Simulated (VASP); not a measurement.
# Rb (P6_3/mmc) in VASP: relaxation of shape and atoms at fixed volume with PBE

Aim: the relaxation of shape and atoms at fixed volume of Rb with PBE.

All numbers are computed with VASP 6.6.1; they aren't measurements. Logs are shortened: lines on timing, memory, paths and dates and some standing lists are left out, and cuts for length are marked.

## (1) The cell of the first run

The structure is hexagonal, space group P6_3/mmc (No. 194). Conventional cell: a = 4.253 Å, b = 4.253 Å, c = 7.016 Å, α = 90.00°, β = 90.00°, γ = 120.00°. Within 5.6 Å of Rb (site symmetry -6m2) lie 12 Rb at 4.25 to 4.28 Å.

This isn't the form of Rb at room conditions, which is bcc.

## (2) Relaxation of shape and atoms at fixed volume, PBE

The input, INCAR:

```
SYSTEM = Rb
PREC = Accurate ; ENCUT = 600
EDIFF = 1E-6 ; ISMEAR = -1
SIGMA = 0.08 ; LREAL = .False.
LASPH = .True. ; NELM = 80
ALGO = Normal ; ISIF = 4
LWAVE = .False. ; LCHARG = .False.
GGA = PE ; IBRION = 2
NSW = 50 ; EDIFFG = -0.005
```

The input, KPOINTS:

```
Automatic mesh
0
Gamma
  9 9 5
  0 0 0
```

The input, POSCAR:

```
Rb
1.0
    4.2525346222      0.0000000000      0.0000000000
   -2.1262673111      3.6828030133      0.0000000000
    0.0000000000      0.0000000000      7.0161423555
Rb
2
Direct
    0.3333333333      0.6666666667      0.2500000000
    0.6666666667      0.3333333333      0.7500000000
```

Potentials or basis: VASP PAW PBE potentials, release 64 (Rb_sv).

Launch:

```console
$ cat potpaw_PBE.64/Rb_sv/POTCAR > POTCAR
$ mpirun -np 1 vasp_std > vasp.out
```

OUTCAR:

```text
SYSTEM = Rb
   PREC = Accurate
   ENCUT = 600
   EDIFF = 1E-6
   ISMEAR = -1
   LREAL = .False.
   LASPH = .True.
   NELM = 80
   ISIF = 4
   GGA = PE
   IBRION = 2
   NSW = 50
   EDIFFG = -0.005

 ion  position               nearest neighbor table
   1  0.333  0.667  0.250-   2 4.28   2 4.28   2 4.28   2 4.28   2 4.28   2 4.28
   2  0.667  0.333  0.750-   1 4.28   1 4.28   1 4.28   1 4.28   1 4.28   1 4.28

  LATTYP: Found a hexagonal cell.
 ALAT       =     4.2525346222
 C/A-ratio  =     1.6498730707

  Lattice vectors:

 A1 = (   4.2525346222,   0.0000000000,   0.0000000000)
 A2 = (  -2.1262673111,   3.6828030133,   0.0000000000)
 A3 = (   0.0000000000,   0.0000000000,   7.0161423555)

Analysis of symmetry for initial positions (statically):
=====================================================================
 Subroutine PRICEL returns:
 Original cell was already a primitive cell.

 Routine SETGRP: Setting up the symmetry group for a
 hexagonal supercell.

 Subroutine GETGRP returns: Found 24 space group operations
 (whereof 12 operations were pure point group operations)
 out of a pool of 24 trial point group operations.

The static configuration has the point symmetry D_3d.
 The point group associated with its full space group is D_6h.

Analysis of symmetry for dynamics (positions and initial velocities):
=====================================================================
 Subroutine PRICEL returns:
 Original cell was already a primitive cell.

 Routine SETGRP: Setting up the symmetry group for a
 hexagonal supercell.

 Subroutine GETGRP returns: Found 24 space group operations
 (whereof 12 operations were pure point group operations)
 out of a pool of 24 trial point group operations.

The dynamic configuration has the point symmetry D_3d.
 The point group associated with its full space group is D_6h.

 Subroutine INISYM returns: Found 24 space group operations
 (whereof 12 operations are pure point group operations),
 and found     1 'primitive' translations

----------------------------------------------------------------------------------------

                                     Primitive cell

  volume of cell :     109.8815

  direct lattice vectors                    reciprocal lattice vectors
     4.252534622  0.000000000  0.000000000     0.235153876  0.135766154  0.000000000
    -2.126267311  3.682803013  0.000000000     0.000000000  0.271532307  0.000000000
     0.000000000  0.000000000  7.016142356     0.000000000  0.000000000  0.142528465

  length of vectors
     4.252534622  4.252534622  7.016142356     0.271532307  0.271532307  0.142528465

[... 105 lines left out ...]
   GGA     = PE    functional components
   LHFCALC =     F    Hartree Fock is set to
   AEXX    =    0.0000 exact exchange contribution
   IVDW    =     0    specifies the selected vdW correction
   LEPSILON=     F    determine dielectric tensor
   LRPA    =     F    only Hartree local field effects (RPA)
 conjugate gradient relaxation of ions
 non-spin polarized calculation
  energy-cutoff  :      600.00
  volume of cell :      109.88
 maximum number of plane-waves:      3700
 NGX is ok and might be reduce to    36
   NGX = 17   NGY = 17   NGZ = 29

--------------------------------------- Ionic step        1  -------------------------------------------

 number of electron      18.0000000 magnetization

 Free energy of the ion-electron system (eV)
  ---------------------------------------------------
  ext. energy  EPLUGINS =         0.00000000
  ---------------------------------------------------
  free energy    TOTEN  =        -1.35262125 eV

  energy without entropy =       -1.32059798  energy(sigma->0) =       -1.33660961

------------------------ aborting loop because EDIFF is reached ----------------------------------------

  FORCE on cell =-STRESS in cart. coord.  units (eV):
  Direction    XX          YY          ZZ          XY          YZ          ZX
  --------------------------------------------------------------------------------------
  -------------------------------------------------------------------------------------
  Total        2.4157030      2.4157030      2.3959366      0.0000000      0.0000000      0.0000000
  in kB       35.2232464     35.2232464     34.9350333      0.0000000      0.0000000      0.0000000
  external PRESSURE =      35.1271754 kB  Pullay stress =       0.0000000 kB
[... 59 lines left out ...]
--------------------------------------- Ionic step        3  -------------------------------------------

 number of electron      18.0000000 magnetization

 Free energy of the ion-electron system (eV)
  ---------------------------------------------------
  ext. energy  EPLUGINS =         0.00000000
  ---------------------------------------------------
  free energy    TOTEN  =        -1.35263669 eV

  energy without entropy =       -1.32056534  energy(sigma->0) =       -1.33660101

 E-fermi :   1.5375     XC(G=0):  -6.8540

 val. band max:        1.5160603930   @ k =   0.1111   0.1111   0.2000
 cond. band min:       1.6388899155   @ k =   0.2222   0.0000   0.2000
 fundamental gap:      0.1228295226
 Fermi energy:         1.5375184867

 k-point     1 :       0.0000    0.0000    0.0000
  band No.  band energies     occupation
      1     -27.3288      2.00000
      2     -27.2916      2.00000
      3     -11.7033      2.00000
      4     -11.2832      2.00000
      5     -11.2832      2.00000
      6     -11.2301      2.00000
      7     -11.2265      2.00000
      8     -11.2265      2.00000
      9      -1.1708      2.00000
     10       1.4335      1.57179
     11       2.7129      0.00000
     12       5.3195      0.00000
     13       5.3270      0.00000
[... 354 lines left out ...]
  band No.  band energies     occupation
      1     -27.2806      2.00000
      2     -27.2806      2.00000
      3     -11.5718      2.00000
      4     -11.5568      2.00000
      5     -11.5568      2.00000
      6     -11.4557      2.00000
      7     -11.3610      2.00000
      8     -11.3610      2.00000
      9       2.4368      0.00003
     10       2.6106      0.00000
     11       2.6106      0.00000
     12       2.6600      0.00000
     13       3.8364      0.00000

 [... further k-points ...]

------------------------ aborting loop because EDIFF is reached ----------------------------------------

  FORCE on cell =-STRESS in cart. coord.  units (eV):
  Direction    XX          YY          ZZ          XY          YZ          ZX
  --------------------------------------------------------------------------------------
  -------------------------------------------------------------------------------------
  Total        2.4118892      2.4118892      2.4052528      0.0000000      0.0000000      0.0000000
  in kB       35.1676374     35.1676374     35.0708727      0.0000000      0.0000000      0.0000000
  external PRESSURE =      35.1353825 kB  Pullay stress =       0.0000000 kB
[... 17 lines left out ...]
  FREE ENERGIE OF THE ION-ELECTRON SYSTEM (eV)
  ---------------------------------------------------
  free  energy   TOTEN  =        -1.3526366870 eV

  energy  without entropy=       -1.3205653404  energy(sigma->0) =       -1.33660101

 reached required accuracy - stopping structural energy minimisation
```

OSZICAR:

```text
N       E                     dE             d eps       ncg     rms          rms(c)
DAV:   1     0.119881923616E+03    0.11988E+03   -0.83232E+03   936   0.126E+03
DAV:   2     0.841589183514E+01   -0.11147E+03   -0.10796E+03  1323   0.227E+02
DAV:   3    -0.741586994979E+00   -0.91575E+01   -0.90418E+01  1172   0.661E+01
[... 15 lines left out ...]
       N       E                     dE             d eps       ncg     rms          rms(c)
DAV:   1    -0.135272708203E+01   -0.10021E-03   -0.75409E-03   986   0.637E-01    0.464E-02
DAV:   2    -0.135266698589E+01    0.60096E-04   -0.60396E-05  1126   0.589E-02    0.264E-02
DAV:   3    -0.135263642592E+01    0.30560E-04   -0.71156E-05  1146   0.669E-02    0.569E-03
DAV:   4    -0.135263668701E+01   -0.26109E-06   -0.21951E-06   920   0.111E-02
   3 F= -.13526367E+01 E0= -.13366010E+01  d E =-.154389E-04
```

Run time: 72 s. Hardware: 1 thread of AMD EPYC 9755, shared host; peak memory 0.25 GiB.

What came out:

- Free energy: -1.3526 eV
- Energy gained by relaxing: 0.0 meV/atom
- Ionic steps: 3
- Pressure after relaxing: 3.5 GPa
- Band gap on the k mesh: zero (bands 9 and 10 overlap by 2.26 eV)

Final structure:
```cif
data_structure
_symmetry_space_group_name_H-M 'P 1'
_symmetry_Int_Tables_number 1
_cell_length_a 4.2552
_cell_length_b 4.2552
_cell_length_c 7.0072
_cell_angle_alpha 90.000
_cell_angle_beta 90.000
_cell_angle_gamma 120.000
_cell_volume 109.88
loop_
_atom_site_label
_atom_site_type_symbol
_atom_site_fract_x
_atom_site_fract_y
_atom_site_fract_z
_atom_site_occupancy
Rb1 Rb 0.33333 0.66667 0.25000 1
Rb2 Rb 0.66667 0.33333 0.75000 1
```

The gap in the log of VASP goes by the Fermi energy; the results here count the filled bands.